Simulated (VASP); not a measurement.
# BAs in VASP: further runs, part 3 of 3

VASP 6.6.1.

### 5 Single point, HSE06

This run uses another cell than the first one, of 13.68 Å³/atom.

POSCAR

```
BAs
1.0
    0.0000000000      2.3918699019      2.3918699019
    2.3918699019      0.0000000000      2.3918699019
    2.3918699019      2.3918699019      0.0000000000
B As
1 1
Direct
    0.0000000000      0.0000000000      0.0000000000
    0.2500000000      0.2500000000      0.2500000000
```

INCAR.step1

```
SYSTEM = BAs
PREC = Accurate ; ENCUT = 520
EDIFF = 1E-5 ; ISMEAR = 0
SIGMA = 0.01 ; LREAL = .False.
LASPH = .True. ; NELM = 100
ALGO = Normal ; ISIF = 2
LWAVE = .True. ; LCHARG = .False.
GGA = PE ; NBANDS = 11
```

INCAR.step2

```
SYSTEM = BAs
PREC = Accurate ; ENCUT = 520
EDIFF = 1E-6 ; ISMEAR = 0
SIGMA = 0.01 ; LREAL = .False.
LASPH = .True. ; NELM = 100
ALGO = Normal ; ISIF = 2
LWAVE = .False. ; LCHARG = .False.
GGA = PE ; LHFCALC = .True.
HFSCREEN = 0.2079 ; PRECFOCK = Normal
ISTART = 1 ; NBANDS = 11
```

KPOINTS

```
regular mesh
0
Gamma
  6 6 6
  0 0 0
```

On the command line:

```sh
> cat potpaw_PBE.64/B/POTCAR potpaw_PBE.64/As/POTCAR > POTCAR
> cp INCAR.step1 INCAR
> mpirun -np 1 vasp_std > vasp.out
> cp INCAR.step2 INCAR
> mpirun -np 1 vasp_std > vasp.out
```

It took 8.8 min on 1 thread of Intel Xeon Platinum 8259CL at 2.50GHz (Skylake/Cascade Lake), shared host; peak memory 0.27 GiB.

The run converged. Its results:

| Property | Result |
| --- | --- |
| Free energy | -13.2420 eV |
| Pressure | -1.2 GPa |
| Band gap on the k mesh | 1.95 eV (least direct gap 4.11 eV) |

Levels at points of the mesh, in eV from the valence-band top:
```
           k point  band 1  band 2  band 3  band 4  band 5  band 6  band 7  band 8  band 9
(0.00, 0.00, 0.00)  -16.91    0.00    0.00    0.00    4.11    4.11    4.11    5.82   10.60
(0.50, 0.00, 0.00)  -13.74   -9.66   -1.98   -1.98    3.54    5.69    5.69   10.01   14.05
(0.50, 0.50, 0.00)  -12.24   -9.46   -4.44   -4.44    2.08    2.15   12.90   12.90   14.40
```

Caveat: the PAW data sets were made with another functional, which shifts forces and pressure a little. A k mesh can miss the band edges.

### 6 Single point, HSE06 (epitaxial xy strain -1.1%)

POSCAR

```
BAs
1.0
    0.0000000000      2.3646025850      2.4045142790
    2.3646025850      0.0000000000      2.4045142790
    2.3646025850      2.3646025850      0.0000000000
B As
1 1
Direct
    0.0000000000      0.0000000000      0.0000000000
    0.2500000000      0.2500000000      0.2500000000
```

INCAR.step1

```
ALGO = Normal ; EDIFF = 1E-5
ENCUT = 520 ; GGA = PE
ISIF = 2 ; ISMEAR = 0
LASPH = True ; LCHARG = False
LREAL = False ; LWAVE = True
NBANDS = 11 ; NELM = 80
PREC = Accurate ; SIGMA = 0.01
```

INCAR.step2

```
ALGO = Normal ; EDIFF = 1E-6
ENCUT = 520 ; GGA = PE
HFSCREEN = 0.2079 ; ISIF = 2
ISMEAR = 0 ; ISTART = 1
LASPH = True ; LCHARG = False
LHFCALC = True ; LREAL = False
LWAVE = False ; NBANDS = 11
NELM = 80 ; PREC = Accurate
PRECFOCK = Normal ; SIGMA = 0.01
```

KPOINTS

```
k-points
0
Gamma
  6 6 6
```

Potentials or basis: VASP PAW PBE potentials, release 64 (B, As).

On the command line:

```sh
> cat potpaw_PBE.64/B/POTCAR potpaw_PBE.64/As/POTCAR > POTCAR
> cp INCAR.step1 INCAR
> mpirun -np 1 vasp_std > vasp.out
> cp INCAR.step2 INCAR
> mpirun -np 1 vasp_std > vasp.out
```

It took 15 min on 1 thread of Intel Xeon Platinum 8259CL at 2.50GHz (Skylake/Cascade Lake), shared host; peak memory 0.27 GiB.

It converged, with:

```yaml
Free_energy: -13.2379 eV
Pressure: 1.4 GPa
Band_gap_on_the_k_mesh: 1.80 eV (least direct gap 4.04 eV)
```

Stress tensor (GPa, compression positive):
```
 2.73  0.00  0.00
 0.00  2.73  0.00
 0.00  0.00 -1.15
```

Levels at points of the mesh, in eV from the valence-band top:
| k point | band 2 | band 3 | band 4 | band 5 | band 6 | band 7 |
| --- | --- | --- | --- | --- | --- | --- |
| (0.00, 0.00, 0.00) | -0.18 | 0.00 | 0.00 | 4.04 | 4.04 | 4.15 |
| (0.50, 0.00, 0.00) | -9.86 | -2.18 | -1.96 | 3.57 | 5.59 | 5.73 |
| (0.50, 0.50, 0.00) | -9.72 | -4.47 | -4.47 | 2.13 | 2.23 | 13.01 |
| (0.50, 0.00, 0.50) | -9.57 | -4.65 | -4.62 | 1.94 | 2.00 | 12.87 |

Caveat: the cell differs from its parent crystal (epitaxial xy strain -1.1%); the PAW data sets were made with another functional, which shifts forces and pressure a little. A k mesh can miss the band edges.

### 7 Overview

| level | potentials or basis | cell | k mesh | cutoff (eV) | smearing | grid for exact exchange (PRECFOCK) | share of exact exchange | screening parameter | gap on the mesh (eV) | pressure (GPa) |
| --- | --- | --- | --- | --- | --- | --- | --- | --- | --- | --- |
| PBE | VASP PAW PBE potentials, release 64 (B, As_d) | a = 3.372, b = 3.372, c = 3.344 Å, angles 60.3, 60.3, 59.4°, 2 atoms | 10 × 10 × 10 | 560 | fermi-dirac 0.02 eV | - | - | - | 1.04 | 4.5 |
| r2SCAN | VASP PAW PBE potentials, release 64 (B, As) | a = 3.390, b = 3.383 Å, angles 60.1, 59.8, 60.1°, 2 atoms | 10 × 10 × 10 | 520 | gaussian 0.01 eV | - | - | - | 1.34 | -0.4 |
| r2SCAN | VASP PAW PBE potentials, release 64 (B, As) | a = 3.470, b = 3.470, c = 3.383 Å, angles 60.8, 60.8, 58.3°, 2 atoms | 10 × 10 × 10 | 520 | gaussian 0.01 eV | - | - | - | 1.04 | -6.2 |
| HSE06 | VASP PAW PBE potentials, release 64 (B, As) | a = 3.383 Å, angles 60.0°, 2 atoms | 6 × 6 × 6 | 520 | gaussian 0.01 eV | Normal | 0.25 | 0.2079 1/Å | 1.95 | -1.2 |
| HSE06 | VASP PAW PBE potentials, release 64 (B, As) | a = 3.372, b = 3.372, c = 3.344 Å, angles 60.3, 60.3, 59.4°, 2 atoms | 6 × 6 × 6 | 520 | gaussian 0.01 eV | Normal | 0.25 | 0.2079 1/Å | 1.80 | 1.4 |

Alike in all rows: task single point; no spin polarisation.

Caveats: the PAW data sets were made with another functional, which shifts forces and pressure a little (at least some runs); the cell stands under pressure (at least some runs); the stress differs along the axes, from -14 to -2 GPa (at least some runs).

Absolute energies hang on the potentials; compare differences alone.
